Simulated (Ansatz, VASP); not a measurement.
## SiHg2 in VASP and in Ansatz

The input INCAR:

```
ALGO = Normal ; EDIFF = 1E-7
EDIFFG = -0.005 ; ENCUT = 550
GGA = PE ; GGA_COMPAT = F
IBRION = 2 ; ISIF = 3
ISMEAR = -1 ; LASPH = T
LCHARG = F ; LREAL = F
LWAVE = F ; NELM = 120
NELMIN = 4 ; NSW = 100
PREC = Accurate ; SIGMA = 0.03
```

Contents of KPOINTS:

```
k-points
0
Gamma
  9 9 9
```

The input POSCAR:

```
SiHg2
1.0
    0.0000000000      3.1649788141      3.1649788141
    3.1649788141      0.0000000000      3.1649788141
    3.1649788141      3.1649788141      0.0000000000
Si Hg
1 2
Direct
    0.0000000000      0.0000000000      0.0000000000
    0.2500000000      0.2500000000      0.2500000000
    0.7500000000      0.7500000000      0.7500000000
```

Input for Ansatz:

```yaml
crystal:
  lattice:
    - [0.0, 3.1649788141, 3.1649788141]
    - [3.1649788141, 0.0, 3.1649788141]
    - [3.1649788141, 3.1649788141, 0.0]
  atoms:
    - { symbol: Si, position: [0.0, 0.0, 0.0] }
    - { symbol: Hg, position: [0.25, 0.25, 0.25] }
    - { symbol: Hg, position: [0.75, 0.75, 0.75] }
kpoints:
  mp_grid: { grid: [9, 9, 9] }
scf:
  occupations: { method: fermi_dirac, width: 0.03 }
hamiltonian:
  xc: pbe
  pseudopotentials: { kind: paw }
output:
  forces: true
  stress: true
relax:
  f_tol: 0.005
  max_steps: 80
  cell: {}
```

Alike in both runs: task relaxation of cell and atoms; functional PBE; k mesh 9 × 9 × 9; occupations fermi-dirac, width 0.03 eV; no spin polarisation.

|  | VASP | Ansatz |
| --- | --- | --- |
| version | VASP 6.6.1 | Ansatz 0.2.0 |
| potentials or method | VASP PAW PBE potentials, release 64 (Si, Hg_sv_GW) | PAW with Ansatz's default frozen-core files, scalar-relativistic |
| plane-wave cutoff (eV) | 550 | 420 |
| valence electrons in the cell | 44 | 44 |

```csv
,VASP,Ansatz,Ansatz less VASP
relaxed volume (Å³/atom),23.40,23.74,+0.341
relaxed length of the cell vector where the two differ most in proportion (Å),4.630,4.653,+0.0224
```

Neither program's run includes spin-orbit coupling.
